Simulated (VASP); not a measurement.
# Cd (P6_3/mmc) in VASP: settings compared

Aim: see how the results for Cd move with the level of theory and the settings. Levels: BLYP+D3(BJ), r2SCAN, B3LYP+D3(BJ). Tasks: single point.

All numbers are computed with VASP 6.6.1; they aren't measurements. Logs are shortened: lines on timing, memory, paths and dates and some standing lists are left out, and cuts for length are marked.

## 1. The cell of the first run

It takes space group P6_3/mmc (No. 194, hexagonal). The conventional cell has a = 2.988 Å, b = 2.988 Å, c = 5.579 Å, α = 90.00°, β = 90.00°, γ = 120.00°. Within 3.9 Å of Cd (site symmetry -6m2) lie 12 Cd at 2.99 to 3.28 Å.

## 2. Single point, BLYP+D3(BJ)

Contents of INCAR:

```
PREC = Accurate
ENCUT = 630
EDIFF = 1E-6
ISMEAR = -1
SIGMA = 0.05
LREAL = F
LASPH = T
NELM = 120
ALGO = Normal
ISIF = 2
LWAVE = F
LCHARG = F
GGA = B5
ALDAX = 1.0
AGGAX = 1.0
AGGAC = 1.0
ALDAC = 0.0
IVDW = 12
VDW_S6 = 1.0
VDW_S8 = 2.6996
VDW_A1 = 0.4298
VDW_A2 = 4.2359
NBANDS = 27
GGA_COMPAT = F
```

Contents of KPOINTS:

```
regular mesh
0
Gamma
  10 10 5
```

Contents of POSCAR:

```
Cd
1.0
    2.9880428226      0.0000000000      0.0000000000
   -1.4940214113      2.5877209920      0.0000000000
    0.0000000000      0.0000000000      5.5788857997
Cd
2
Direct
    0.6666666667      0.3333333333      0.7500000000
    0.3333333333      0.6666666667      0.2500000000
```

Potentials or basis: VASP PAW PBE potentials, release 64 (Cd_sv_GW).

On the command line:

```bash
$ cat potpaw_PBE.64/Cd_sv_GW/POTCAR > POTCAR
$ mpirun -np 1 vasp_std > vasp.out
```

OUTCAR:

```text
PREC = Accurate
   ENCUT = 630
   EDIFF = 1E-6
   ISMEAR = -1
   LREAL = F
   LASPH = T
   NELM = 120
   ISIF = 2
   GGA = B5
   IVDW = 12
 IVDW          = 12

 ion  position               nearest neighbor table
   1  0.667  0.333  0.750-
   2  0.333  0.667  0.250-

  LATTYP: Found a hexagonal cell.
 ALAT       =     2.9880428226
 C/A-ratio  =     1.8670702299

  Lattice vectors:

 A1 = (   2.9880428226,   0.0000000000,   0.0000000000)
 A2 = (  -1.4940214113,   2.5877209920,   0.0000000000)
 A3 = (   0.0000000000,   0.0000000000,   5.5788857997)

Analysis of symmetry for initial positions (statically):
=====================================================================
 Subroutine PRICEL returns:
 Original cell was already a primitive cell.

 Routine SETGRP: Setting up the symmetry group for a
 hexagonal supercell.

 Subroutine GETGRP returns: Found 24 space group operations
 (whereof 12 operations were pure point group operations)
 out of a pool of 24 trial point group operations.

The static configuration has the point symmetry D_3d.
 The point group associated with its full space group is D_6h.

Analysis of symmetry for dynamics (positions and initial velocities):
=====================================================================
 Subroutine PRICEL returns:
 Original cell was already a primitive cell.

 Routine SETGRP: Setting up the symmetry group for a
 hexagonal supercell.

 Subroutine GETGRP returns: Found 24 space group operations
 (whereof 12 operations were pure point group operations)
 out of a pool of 24 trial point group operations.

The dynamic configuration has the point symmetry D_3d.
 The point group associated with its full space group is D_6h.

 Subroutine INISYM returns: Found 24 space group operations
 (whereof 12 operations are pure point group operations),
 and found     1 'primitive' translations

----------------------------------------------------------------------------------------

                                     Primitive cell

  volume of cell :      43.1372

  direct lattice vectors                    reciprocal lattice vectors
     2.988042823  0.000000000  0.000000000     0.334667225  0.193220213  0.000000000
    -1.494021411  2.587720992  0.000000000     0.000000000  0.386440425  0.000000000
     0.000000000  0.000000000  5.578885800     0.000000000  0.000000000  0.179247261

  length of vectors
     2.988042823  2.988042823  5.578885800     0.386440425  0.386440425  0.179247261

  position of ions in fractional coordinates (direct lattice)
     0.666666667  0.333333333  0.750000000
     0.333333333  0.666666667  0.250000000

  ion indices of the primitive-cell ions
   primitive index   ion index
                 1           1
                 2           2

----------------------------------------------------------------------------------------

 KPOINTS: regular mesh

Automatic generation of k-mesh.
 Grid dimensions read from file:
 generate k-points for:   10   10    5

 Generating k-lattice:

  Cartesian coordinates                     Fractional coordinates (reciprocal lattice)
     0.033466723  0.019322021  0.000000000     0.100000000  0.000000000  0.000000000
     0.000000000  0.038644043  0.000000000     0.000000000  0.100000000  0.000000000
     0.000000000  0.000000000  0.035849452     0.000000000  0.000000000  0.200000000

  Length of vectors
     0.038644043  0.038644043  0.035849452

  Shift w.r.t. Gamma in fractional coordinates (k-lattice)
     0.000000000  0.000000000  0.000000000

 Subroutine IBZKPT returns following result:
 ===========================================

 Found     42 irreducible k-points:

 Following reciprocal coordinates:
            Coordinates               Weight
  0.000000  0.000000  0.000000      1.000000
  0.100000  0.000000  0.000000      6.000000
  0.200000  0.000000  0.000000      6.000000
  0.300000  0.000000  0.000000      6.000000
  0.400000  0.000000  0.000000      6.000000
  0.500000  0.000000  0.000000      3.000000
[... 16 lines left out ...]
  0.300000  0.100000  0.200000     24.000000
  0.400000  0.100000  0.200000     24.000000
 [... further k-points ...]
   k-points           NKPTS =     42   k-points in BZ     NKDIM =     42   number of bands    NBANDS=     27
   number of dos      NEDOS =    301   number of ions     NIONS =      2
   total plane-waves  NPLWV =  27648
   dimension x,y,z NGX =    24 NGY =   24 NGZ =   48
   dimension x,y,z NGXF=    48 NGYF=   48 NGZF=   96
   ions per type =               2
   NGX,Y,Z   is equivalent  to a cutoff of  13.35, 13.35, 14.30 a.u.
   NGXF,Y,Z  is equivalent  to a cutoff of  26.71, 26.71, 28.61 a.u.
 SYSTEM =  unknown system
   PREC   = accura    normal or accurate (medium, high low for compatibility)
   ISTART =      0    job   : 0-new  1-cont  2-samecut
   ICHARG =      2    charge: 1-file 2-atom 10-const
   ISPIN  =      1    spin polarized calculation?
   LNONCOLLINEAR =      F non collinear calculations
   LSORBIT =      F    spin-orbit coupling
   LASPH  =      T    aspherical Exc in radial PAW
   ENCUT  =  630.0 eV  46.30 Ry    6.80 a.u.   6.12  6.12 11.42*2*pi/ulx,y,z
   NELM   =    120;   NELMIN=  2; NELMDL= -5     # of ELM steps
   EDIFF  = 0.1E-05   stopping-criterion for ELM
   LREAL  =      F    real-space projection
   EDIFFG = 0.1E-04   stopping-criterion for IOM
   NSW    =      0    number of steps for IOM
   IBRION =     -1    ionic relax: 0-MD 1-quasi-New 2-CG
   NFREE  =      0    steps in history (QN), initial steepest desc. (CG)
   ISIF   =      2    stress and relaxation
   ISYM   =      2    0-nonsym 1-usesym 2-fastsym
   POTIM  = 0.5000    time-step for ionic-motion
   TEBEG  =    0.0;   TEEND  =   0.0 temperature during run
   PSTRESS=    0.0 pullay stress
   NELECT =      40.0000    total number of electrons
   NUPDOWN=      -1.0000    fix difference up-down
   EMIN   =  10.00;   EMAX   =-10.00  energy-range for DOS
   EFERMI =   0.00;   METHOD = LEGACY
   ISMEAR =    -1;   SIGMA  =   0.05  broadening in eV -4-tet -1-fermi 0-gaus
   EFERMI_NEDOS =   21; number of points for ismear=-14 and -15
   IALGO  =     38    algorithm
   IMIX   =      4    mixing-type and parameters
     AMIX     =   0.40;   BMIX     =  1.00
     AMIX_MAG =   1.60;   BMIX_MAG =  1.00
  volume/ion in A,a.u.               =      21.57       145.55
  Fermi-wavevector in a.u.,A,eV,Ry     =   1.596409  3.016776 34.674756  2.548523
  Thomas-Fermi vector in A             =   2.694176
   LORBIT       =      0    0 simple, 1 ext, 2 COOP (PROOUT), +10 PAW based schemes
   GGA     = B5    functional components
   LHFCALC =     F    Hartree Fock is set to
   AEXX    =    0.0000 exact exchange contribution
   IVDW    =    12    specifies the selected vdW correction
   LEPSILON=     F    determine dielectric tensor
   LRPA    =     F    only Hartree local field effects (RPA)
 non-spin polarized calculation
  energy-cutoff  :      630.00
  volume of cell :       43.14
 maximum number of plane-waves:      1572
   NGX = 13   NGY = 13   NGZ = 23

 number of electron      40.0000009 magnetization

 Free energy of the ion-electron system (eV)
  ---------------------------------------------------
  ext. energy  EPLUGINS =         0.00000000
  ---------------------------------------------------
  free energy    TOTEN  =        -0.18197630 eV

  energy without entropy =       -0.17983993  energy(sigma->0) =       -0.18090812

 E-fermi :   7.0066     XC(G=0): -10.7506

 val. band max:        6.8335054877   @ k =   0.1000   0.0000   0.2000
 cond. band min:       7.0467653286   @ k =   0.4000   0.0000   0.0000
 fundamental gap:      0.2132598409
 Fermi energy:         7.0066230832

 k-point     1 :       0.0000    0.0000    0.0000
  band No.  band energies     occupation
      1     -95.8185      2.00000
      2     -95.8173      2.00000
      3     -57.0870      2.00000
      4     -57.0665      2.00000
      5     -57.0446      2.00000
      6     -57.0446      2.00000
[... 19 lines left out ...]
     26      22.1068      0.00000
     27      22.3740      0.00000

 k-point     2 :       0.1000    0.0000    0.0000
  band No.  band energies     occupation
      1     -95.8181      2.00000
      2     -95.8169      2.00000
      3     -57.0861      2.00000
      4     -57.0665      2.00000
      5     -57.0495      2.00000
      6     -57.0472      2.00000
[... 19 lines left out ...]
     26      22.1485      0.00000
     27      22.6959      0.00000

 k-point     3 :       0.2000    0.0000    0.0000
  band No.  band energies     occupation
      1     -95.8170      2.00000
      2     -95.8160      2.00000
      3     -57.0834      2.00000
      4     -57.0664      2.00000
      5     -57.0620      2.00000
      6     -57.0599      2.00000
[... 19 lines left out ...]
     26      20.1492      0.00000
     27      20.3792      0.00000

 k-point     4 :       0.3000    0.0000    0.0000
  band No.  band energies     occupation
      1     -95.8156      2.00000
      2     -95.8149      2.00000
      3     -57.0799      2.00000
      4     -57.0777      2.00000
      5     -57.0756      2.00000
      6     -57.0667      2.00000
[... 19 lines left out ...]
     26      20.0799      0.00000
     27      20.7442      0.00000

 k-point     5 :       0.4000    0.0000    0.0000
  band No.  band energies     occupation
      1     -95.8145      2.00000
      2     -95.8140      2.00000
      3     -57.0904      2.00000
      4     -57.0882      2.00000
      5     -57.0765      2.00000
      6     -57.0675      2.00000
[... 19 lines left out ...]
     26      19.9066      0.00000
     27      19.9203      0.00000

 k-point     6 :       0.5000    0.0000    0.0000
  band No.  band energies     occupation
      1     -95.8141      2.00000
      2     -95.8137      2.00000
      3     -57.0952      2.00000
      4     -57.0930      2.00000
      5     -57.0748      2.00000
      6     -57.0681      2.00000
[... 444 lines left out ...]
      1     -95.8172      2.00000
      2     -95.8164      2.00000
      3     -57.0827      2.00000
      4     -57.0683      2.00000
      5     -57.0574      2.00000
      6     -57.0559      2.00000
[... 19 lines left out ...]
     26      19.8608      0.00000
     27      22.3455      0.00000

 k-point    22 :       0.2000    0.1000    0.2000
  band No.  band energies     occupation
      1     -95.8160      2.00000
      2     -95.8153      2.00000
      3     -57.0802      2.00000
      4     -57.0710      2.00000
      5     -57.0701      2.00000
      6     -57.0666      2.00000
[... 19 lines left out ...]
     26      18.5051      0.00000
     27      20.5872      0.00000

 k-point    23 :       0.3000    0.1000    0.2000
  band No.  band energies     occupation
      1     -95.8148      2.00000
      2     -95.8143      2.00000
      3     -57.0848      2.00000
      4     -57.0830      2.00000
      5     -57.0759      2.00000
      6     -57.0678      2.00000
[... 19 lines left out ...]
     26      17.4861      0.00000
     27      19.7347      0.00000

 k-point    24 :       0.4000    0.1000    0.2000
  band No.  band energies     occupation
      1     -95.8140      2.00000
      2     -95.8137      2.00000
      3     -57.0927      2.00000
      4     -57.0910      2.00000
      5     -57.0738      2.00000
      6     -57.0684      2.00000
[... 19 lines left out ...]
     26      16.9048      0.00000
     27      20.1905      0.00000

 [... further k-points ...]

------------------------ aborting loop because EDIFF is reached ----------------------------------------

 Edisp (eV)   -2.04558

 E8    (eV) :    -1.5170

  FORCE on cell =-STRESS in cart. coord.  units (eV):
  Direction    XX          YY          ZZ          XY          YZ          ZX
  --------------------------------------------------------------------------------------
  -------------------------------------------------------------------------------------
  Total       0.01524     0.01524    -0.03457     0.00000    -0.00000     0.00000
  in kB       0.56608     0.56608    -1.28380     0.00000    -0.00000     0.00000
  external pressure =       -0.05 kB  Pullay stress =        0.00 kB

 VOLUME and BASIS-vectors are now :
 -----------------------------------------------------------------------------
  energy-cutoff  :      630.00
  volume of cell :       43.14
      direct lattice vectors                 reciprocal lattice vectors
     2.988042823  0.000000000  0.000000000     0.334667225  0.193220213  0.000000000
    -1.494021411  2.587720992  0.000000000     0.000000000  0.386440425  0.000000000
     0.000000000  0.000000000  5.578885800     0.000000000  0.000000000  0.179247261

 POSITION                                       TOTAL-FORCE (eV/Angst)
 -----------------------------------------------------------------------------------
      1.49402      0.86257      4.18416        -0.000000      0.000000      0.000000
     -0.00000      1.72515      1.39472         0.000000     -0.000000      0.000000
 -----------------------------------------------------------------------------------
    total drift:                               -0.000000      0.000000      0.000000

  FREE ENERGIE OF THE ION-ELECTRON SYSTEM (eV)
  ---------------------------------------------------
  free  energy   TOTEN  =        -2.2275594935 eV

  energy  without entropy=       -2.2254231307  energy(sigma->0) =       -2.22649131
```

It took 54 s on 1 thread of AMD EPYC 7R13 (Zen 3), shared host; peak memory 0.19 GiB.

What came out:

| Property | Result |
| --- | --- |
| Free energy | -2.2276 eV |
| Pressure | 0.0 GPa |
| Band gap on the k mesh | zero (bands 20 and 21 overlap by 3.80 eV) |
| Dispersion energy per atom | -1.023 eV |

Levels at points of the mesh, in eV from the Fermi level:
| k point | band 17 | band 18 | band 19 | band 20 | band 21 | band 22 | band 23 | band 24 |
| --- | --- | --- | --- | --- | --- | --- | --- | --- |
| (0.00, 0.00, 0.00) | -8.83 | -8.59 | -8.59 | -3.00 | -2.83 | 10.60 | 13.98 | 14.41 |
| (0.50, 0.00, 0.00) | -8.33 | -8.31 | -2.25 | -1.88 | 1.98 | 3.07 | 3.09 | 5.52 |

Caveat: the dispersion term is far too large for a dense solid, which distorts pressure and volume; the PAW data sets were made with another functional, which shifts forces and pressure a little.

[end of part 1 of 2]

The gap in the log of VASP goes by the Fermi energy; the results here count the filled bands.